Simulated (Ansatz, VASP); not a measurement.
# One calculation of Re, two programs

```
CELL_PARAMETERS angstrom
2.58543 0.00000 0.00000
-1.29272 2.23905 0.00000
0.00000 0.00000 4.13407
ATOMIC_POSITIONS crystal
Re 0.33333 0.66667 0.25000
Re 0.66667 0.33333 0.75000
```

Change from the starting cell: volume scaled by 0.98, crystal datasets.

Alike in both runs: task electric field gradients; functional PBE; k mesh 14 × 14 × 8; occupations fermi-dirac, width 0.05 eV; no spin polarisation.

|  | VASP | Ansatz |
| --- | --- | --- |
| version | VASP 6.6.1 | Ansatz 0.2.0 |
| potentials or method | VASP PAW PBE potentials, release 64 (Re), cutoff 520 eV | all-electron PAW with datasets made for the crystal, scalar-relativistic |

Ansatz gave:

- pressure (GPa): 130.9
- traceless stress, the component that is largest in VASP (GPa): 5.80
- size of Vzz on the site where it differs most (V/Å²): 82.5

Problem. What did VASP give for the same quantities?

Solution. Pressure (GPa): 134.3; traceless stress, the component that is largest in VASP (GPa): 5.74; size of Vzz on the site where it differs most (V/Å²): 106.6.

Both programs put the cell under a high pressure, so it lies far from rest at this level. Ansatz ran all-electron here, and VASP with PAW potentials.

Spin-orbit coupling is off throughout. Noted on VASP's run: the cell as given lies far from equilibrium.
